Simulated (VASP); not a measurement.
A run of VASP 6.6.1 is set up as follows.

Contents of INCAR:

```
SYSTEM = SiNi3
PREC     = Accurate       ! precision mode
ENCUT    = 520            ! plane-wave cutoff, eV
EDIFF    = 1E-7           ! SCF threshold, eV
ISMEAR   = 0              ! smearing method
SIGMA    = 0.1            ! smearing width, eV
LREAL    = .FALSE.        ! projectors in reciprocal space
LASPH    = .TRUE.         ! aspherical terms in the spheres
NELM     = 100            ! most SCF steps
ALGO     = Normal         ! electronic algorithm
ISIF     = 2              ! what is computed and relaxed
LWAVE    = .FALSE.        ! write WAVECAR
LCHARG   = .TRUE.         ! write CHGCAR
GGA      = PE             ! functional
LELF     = .TRUE.         ! ELF
LVHAR    = .TRUE.       
NBANDS   = 25             ! bands
```

Contents of KPOINTS:

```
Automatic mesh
0
G
  12 12 12
  0 0 0
```

POSCAR

```
SiNi3
1.0
    3.4346909780      0.0000000000      0.0000000000
    0.0000000000      3.4346909780      0.0000000000
    0.0000000000      0.0000000000      3.4346909780
Si Ni
1 3
Direct
    0.0000000000      0.0000000000      0.0000000000
    0.0000000000      0.5000000000      0.5000000000
    0.5000000000      0.0000000000      0.5000000000
    0.5000000000      0.5000000000      0.0000000000
```

Potentials or basis: VASP PAW PBE potentials, release 64 (Si, Ni).

Run with:

```sh
$ cat potpaw_PBE.64/Si/POTCAR potpaw_PBE.64/Ni/POTCAR > POTCAR
$ mpirun -np 1 vasp_std > vasp.out
```

(1) Estimate the band gap on the k mesh.

(2) Estimate the pressure.

Answers

(1) zero (band 17 reaches 11.65 eV, above the bottom of band 18 at 11.39 eV).

(2) 15.2 GPa.
